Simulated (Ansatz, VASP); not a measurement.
Ba in VASP and in Ansatz

```xyz
1
Lattice="-2.4164 2.4164 2.4164 2.4164 -2.4164 2.4164 2.4164 2.4164 -2.4164" Properties=species:S:1:pos:R:3 pbc="T T T"
Ba    0.0000    0.0000    0.0000
```

Alike in both runs: task single point; functional LDA; k mesh 12 × 12 × 12; occupations gaussian, width 0.05 eV; no spin polarisation.

|  | VASP | Ansatz |
| --- | --- | --- |
| version | VASP 6.6.1 | Ansatz 0.2.0 |
| potentials or method | VASP PAW LDA potentials, release 64 (Ba_sv), cutoff 520 eV | scalar-relativistic, plane waves, PAW |
| valence electrons in the cell | 10 | 10 |

```csv
,VASP,Ansatz,Ansatz less VASP
pressure (GPa),-0.4,-0.5,-0.08
```

LDA's correlation is that of Perdew and Zunger in VASP and of Perdew and Wang (1992) in Ansatz.

Spin-orbit coupling is off throughout.
